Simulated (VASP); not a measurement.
# ScAl3 (Pm-3m) in VASP: a series of runs

ScAl3 is run at these levels: PBEsol; tasks: single point.

Everything below comes from runs of VASP 6.6.1. Logs are shortened: lines on timing, memory, paths and dates and some standing lists are left out, and cuts for length are marked.

**1. The cell of the first run**

The structure is cubic, space group Pm-3m (No. 221). The conventional cell has a = 3.901 Å, b = 3.901 Å, c = 3.901 Å, α = 90.00°, β = 90.00°, γ = 90.00°. Within 3.6 Å of Sc (site symmetry m-3m) lie 12 Al at 2.76 Å. Al (site symmetry 4/mmm) has 4 Sc at 2.76 Å and 8 Al at 2.76 Å within 3.6 Å.

**2. Single point, PBEsol (14.85 Å³/atom)**

INCAR reads:

```
PREC = Accurate
ENCUT = 520
EDIFF = 1E-6
ISMEAR = 0
SIGMA = 0.1
LREAL = False
LASPH = True
NELM = 60
ALGO = Fast
ISIF = 2
LWAVE = False
LCHARG = True
GGA = PS
LELF = True
LVHAR = True
NBANDS = 18
```

KPOINTS reads:

```
Automatic mesh
0
Gamma
  10 10 10
```

POSCAR reads:

```
ScAl3
1.0
    3.9014602068      0.0000000000      0.0000000000
    0.0000000000      3.9014602068      0.0000000000
    0.0000000000      0.0000000000      3.9014602068
Sc Al
1 3
Direct
    0.0000000000      0.0000000000      0.0000000000
    0.5000000000      0.0000000000      0.5000000000
    0.0000000000      0.5000000000      0.5000000000
    0.5000000000      0.5000000000      0.0000000000
```

Potentials or basis: VASP PAW PBE potentials, release 64 (Sc_sv, Al).

Command:

```
> cat potpaw_PBE.64/Sc_sv/POTCAR potpaw_PBE.64/Al/POTCAR > POTCAR
> mpirun -np 1 vasp_std > vasp.out
```

OUTCAR:

```text
PREC = Accurate
   ENCUT = 520
   EDIFF = 1E-6
   ISMEAR = 0
   LREAL = False
   LASPH = True
   NELM = 60
   ISIF = 2
   GGA = PS

 ion  position               nearest neighbor table
   1  0.000  0.000  0.000-   2 2.76   3 2.76   4 2.76   2 2.76   3 2.76   3 2.76   4 2.76   3 2.76
                             2 2.76   4 2.76   2 2.76   4 2.76
   2  0.500  0.000  0.500-   1 2.76   3 2.76   4 2.76   1 2.76   4 2.76   3 2.76   4 2.76   4 2.76
                             1 2.76   3 2.76   1 2.76   3 2.76
   3  0.000  0.500  0.500-   1 2.76   2 2.76   4 2.76   1 2.76   4 2.76   1 2.76   2 2.76   1 2.76
                             2 2.76   4 2.76   4 2.76   2 2.76
   4  0.500  0.500  0.000-   1 2.76   2 2.76   3 2.76   2 2.76   3 2.76   1 2.76   2 2.76   2 2.76
                             1 2.76   3 2.76   3 2.76   1 2.76

  LATTYP: Found a simple cubic cell.
 ALAT       =     3.9014602068

  Lattice vectors:

 A1 = (   3.9014602068,   0.0000000000,   0.0000000000)
 A2 = (   0.0000000000,   3.9014602068,   0.0000000000)
 A3 = (   0.0000000000,   0.0000000000,   3.9014602068)

Analysis of symmetry for initial positions (statically):
=====================================================================
 Subroutine PRICEL returns:
 Original cell was already a primitive cell.

 Routine SETGRP: Setting up the symmetry group for a
 simple cubic supercell.

 Subroutine GETGRP returns: Found 48 space group operations
 (whereof 48 operations were pure point group operations)
 out of a pool of 48 trial point group operations.

The static configuration has the point symmetry O_h .

Analysis of symmetry for dynamics (positions and initial velocities):
=====================================================================
 Subroutine PRICEL returns:
 Original cell was already a primitive cell.

 Routine SETGRP: Setting up the symmetry group for a
 simple cubic supercell.

 Subroutine GETGRP returns: Found 48 space group operations
 (whereof 48 operations were pure point group operations)
 out of a pool of 48 trial point group operations.

The dynamic configuration has the point symmetry O_h .

 Subroutine INISYM returns: Found 48 space group operations
 (whereof 48 operations are pure point group operations),
 and found     1 'primitive' translations

----------------------------------------------------------------------------------------

                                     Primitive cell

  volume of cell :      59.3857

  direct lattice vectors                    reciprocal lattice vectors
     3.901460207  0.000000000  0.000000000     0.256314289  0.000000000  0.000000000
     0.000000000  3.901460207  0.000000000     0.000000000  0.256314289  0.000000000
     0.000000000  0.000000000  3.901460207     0.000000000  0.000000000  0.256314289

  length of vectors
     3.901460207  3.901460207  3.901460207     0.256314289  0.256314289  0.256314289

  position of ions in fractional coordinates (direct lattice)
     0.000000000  0.000000000  0.000000000
     0.500000000  0.000000000  0.500000000
     0.000000000  0.500000000  0.500000000
     0.500000000  0.500000000  0.000000000

  ion indices of the primitive-cell ions
   primitive index   ion index
                 1           1
                 2           2
                 3           3
                 4           4

----------------------------------------------------------------------------------------

 KPOINTS: Automatic mesh

Automatic generation of k-mesh.
 Grid dimensions read from file:
 generate k-points for:   10   10   10

 Generating k-lattice:

  Cartesian coordinates                     Fractional coordinates (reciprocal lattice)
     0.025631429  0.000000000  0.000000000     0.100000000  0.000000000  0.000000000
     0.000000000  0.025631429  0.000000000     0.000000000  0.100000000  0.000000000
     0.000000000  0.000000000  0.025631429     0.000000000  0.000000000  0.100000000

  Length of vectors
     0.025631429  0.025631429  0.025631429

  Shift w.r.t. Gamma in fractional coordinates (k-lattice)
     0.000000000  0.000000000  0.000000000

 Subroutine IBZKPT returns following result:
 ===========================================

 Found     56 irreducible k-points:

 Following reciprocal coordinates:
            Coordinates               Weight
  0.000000  0.000000  0.000000      1.000000
  0.100000  0.000000  0.000000      6.000000
  0.200000  0.000000  0.000000      6.000000
  0.300000  0.000000  0.000000      6.000000
  0.400000  0.000000  0.000000      6.000000
  0.500000  0.000000  0.000000      3.000000
[... 16 lines left out ...]
  0.200000  0.100000  0.100000     24.000000
  0.300000  0.100000  0.100000     24.000000
 [... further k-points ...]
   k-points           NKPTS =     56   k-points in BZ     NKDIM =     56   number of bands    NBANDS=     18
   number of dos      NEDOS =    301   number of ions     NIONS =      4
   total plane-waves  NPLWV =  27000
   dimension x,y,z NGX =    30 NGY =   30 NGZ =   30
   dimension x,y,z NGXF=    60 NGYF=   60 NGZF=   60
   ions per type =               1   3
   NGX,Y,Z   is equivalent  to a cutoff of  12.78, 12.78, 12.78 a.u.
   NGXF,Y,Z  is equivalent  to a cutoff of  25.57, 25.57, 25.57 a.u.
 SYSTEM =  unknown system
   PREC   = accura    normal or accurate (medium, high low for compatibility)
   ISTART =      0    job   : 0-new  1-cont  2-samecut
   ICHARG =      2    charge: 1-file 2-atom 10-const
   ISPIN  =      1    spin polarized calculation?
   LNONCOLLINEAR =      F non collinear calculations
   LSORBIT =      F    spin-orbit coupling
   LASPH  =      T    aspherical Exc in radial PAW
   ENCUT  =  520.0 eV  38.22 Ry    6.18 a.u.   7.25  7.25  7.25*2*pi/ulx,y,z
   NELM   =     60;   NELMIN=  2; NELMDL= -5     # of ELM steps
   EDIFF  = 0.1E-05   stopping-criterion for ELM
   LREAL  =      F    real-space projection
   EDIFFG = 0.1E-04   stopping-criterion for IOM
   NSW    =      0    number of steps for IOM
   IBRION =     -1    ionic relax: 0-MD 1-quasi-New 2-CG
   NFREE  =      0    steps in history (QN), initial steepest desc. (CG)
   ISIF   =      2    stress and relaxation
   ISYM   =      2    0-nonsym 1-usesym 2-fastsym
   POTIM  = 0.5000    time-step for ionic-motion
   TEBEG  =    0.0;   TEEND  =   0.0 temperature during run
   PSTRESS=    0.0 pullay stress
   NELECT =      20.0000    total number of electrons
   NUPDOWN=      -1.0000    fix difference up-down
   EMIN   =  10.00;   EMAX   =-10.00  energy-range for DOS
   EFERMI =   0.00;   METHOD = LEGACY
   ISMEAR =     0;   SIGMA  =   0.10  broadening in eV -4-tet -1-fermi 0-gaus
   EFERMI_NEDOS =   21; number of points for ismear=-14 and -15
   IALGO  =     68    algorithm
   IMIX   =      4    mixing-type and parameters
     AMIX     =   0.40;   BMIX     =  1.00
     AMIX_MAG =   1.60;   BMIX_MAG =  1.00
  volume/ion in A,a.u.               =      14.85       100.19
  Fermi-wavevector in a.u.,A,eV,Ry     =   1.139002  2.152401 17.651172  1.297325
  Thomas-Fermi vector in A             =   2.275705
   LORBIT       =      0    0 simple, 1 ext, 2 COOP (PROOUT), +10 PAW based schemes
   GGA     = PS    functional components
   LHFCALC =     F    Hartree Fock is set to
   AEXX    =    0.0000 exact exchange contribution
   IVDW    =     0    specifies the selected vdW correction
   LEPSILON=     F    determine dielectric tensor
   LRPA    =     F    only Hartree local field effects (RPA)
 non-spin polarized calculation
 RMM-DIIS sequential band-by-band and
 Gauss-broadening in eV      SIGMA  =   0.10
  energy-cutoff  :      520.00
  volume of cell :       59.39
 maximum number of plane-waves:      1628
 NGX is ok and might be reduce to    30
   NGX = 15   NGY = 15   NGZ = 15

 number of electron      19.9999994 magnetization

 Free energy of the ion-electron system (eV)
  ---------------------------------------------------
  ext. energy  EPLUGINS =         0.00000000
  ---------------------------------------------------
  free energy    TOTEN  =       -20.41291255 eV

  energy without entropy =      -20.40942706  energy(sigma->0) =      -20.41116980

 E-fermi :   8.5445     XC(G=0): -11.0600

 val. band max:        8.4804710640   @ k =   0.3000   0.0000   0.0000
 cond. band min:       8.5592700569   @ k =   0.5000   0.3000   0.2000
 fundamental gap:      0.0787989929
 Fermi energy:         8.5445009460

 k-point     1 :       0.0000    0.0000    0.0000
  band No.  band energies     occupation
      1     -39.7440      2.00000
      2     -18.6039      2.00000
      3     -18.6039      2.00000
      4     -18.6039      2.00000
      5      -2.2409      2.00000
      6       5.6959      2.00000
[... 10 lines left out ...]
     17      14.5521      0.00000
     18      14.5521      0.00000

 k-point     2 :       0.1000    0.0000    0.0000
  band No.  band energies     occupation
      1     -39.7437      2.00000
      2     -18.6101      2.00000
      3     -18.6034      2.00000
      4     -18.6034      2.00000
      5      -2.1372      2.00000
      6       4.9430      2.00000
[... 10 lines left out ...]
     17      14.6455      0.00000
     18      14.7334      0.00000

 k-point     3 :       0.2000    0.0000    0.0000
  band No.  band energies     occupation
      1     -39.7429      2.00000
      2     -18.6262      2.00000
      3     -18.6022      2.00000
      4     -18.6022      2.00000
      5      -1.8302      2.00000
      6       3.7333      2.00000
[... 10 lines left out ...]
     17      14.5048      0.00000
     18      14.9952      0.00000

 k-point     4 :       0.3000    0.0000    0.0000
  band No.  band energies     occupation
      1     -39.7420      2.00000
      2     -18.6460      2.00000
      3     -18.6007      2.00000
      4     -18.6007      2.00000
      5      -1.3326      2.00000
      6       2.5140      2.00000
[... 375 lines left out ...]
      4     -18.6086      2.00000
      5      -1.9323      2.00000
      6       4.9405      2.00000
[... 10 lines left out ...]
     17      14.7917      0.00000
     18      14.7992      0.00000

 k-point    23 :       0.2000    0.1000    0.1000
  band No.  band energies     occupation
      1     -39.7424      2.00000
      2     -18.6250      2.00000
      3     -18.6081      2.00000
      4     -18.6073      2.00000
      5      -1.6301      2.00000
      6       3.8790      2.00000
[... 10 lines left out ...]
     17      14.3222      0.00000
     18      14.7839      0.00000

 k-point    24 :       0.3000    0.1000    0.1000
  band No.  band energies     occupation
      1     -39.7415      2.00000
      2     -18.6445      2.00000
      3     -18.6065      2.00000
      4     -18.6057      2.00000
      5      -1.1412      2.00000
      6       2.6809      2.00000
[... 10 lines left out ...]
     17      14.0444      0.00000
     18      14.9929      0.00000

 [... further k-points ...]
[... 5 lines left out ...]
  --------------------------------------------------------------------------------------
  -------------------------------------------------------------------------------------
  Total        5.6742586      5.6742586      5.6742586      0.0000000     -0.0000000      0.0000000
  in kB      153.0869483    153.0869483    153.0869483      0.0000000     -0.0000000      0.0000000
  external PRESSURE =     153.0869483 kB  Pullay stress =       0.0000000 kB

 VOLUME and BASIS-vectors are now :
 -----------------------------------------------------------------------------
  energy-cutoff  :      520.00
  volume of cell :       59.39
      direct lattice vectors                 reciprocal lattice vectors
     3.901460207  0.000000000  0.000000000     0.256314289  0.000000000  0.000000000
     0.000000000  3.901460207  0.000000000     0.000000000  0.256314289  0.000000000
     0.000000000  0.000000000  3.901460207     0.000000000  0.000000000  0.256314289

 POSITION                                       TOTAL-FORCE (eV/Angst)
 -----------------------------------------------------------------------------------
      0.00000      0.00000      0.00000         0.000000      0.000000      0.000000
      1.95073      0.00000      1.95073         0.000000      0.000000      0.000000
      0.00000      1.95073      1.95073         0.000000      0.000000      0.000000
      1.95073      1.95073      0.00000         0.000000      0.000000      0.000000
 -----------------------------------------------------------------------------------
    total drift:                               -0.000000     -0.000000      0.000000

  FREE ENERGIE OF THE ION-ELECTRON SYSTEM (eV)
  ---------------------------------------------------
  free  energy   TOTEN  =       -20.4129125453 eV

  energy  without entropy=      -20.4094270624  energy(sigma->0) =      -20.41116980
```

Run time: 1.7 min. Hardware: 1 thread of Intel Xeon 8259CL, shared host; peak memory 0.2 GiB.

What came out:

| Quantity | Value |
| --- | --- |
| Free energy | -20.4129 eV |
| Pressure | 15.3 GPa |
| Band gap on the k mesh | zero (bands 10 and 11 overlap by 4.29 eV) |

Caveat: the cell stands under pressure; the PAW data sets were made with another functional, which shifts forces and pressure a little.

(Part 1 of 2 ends here.)
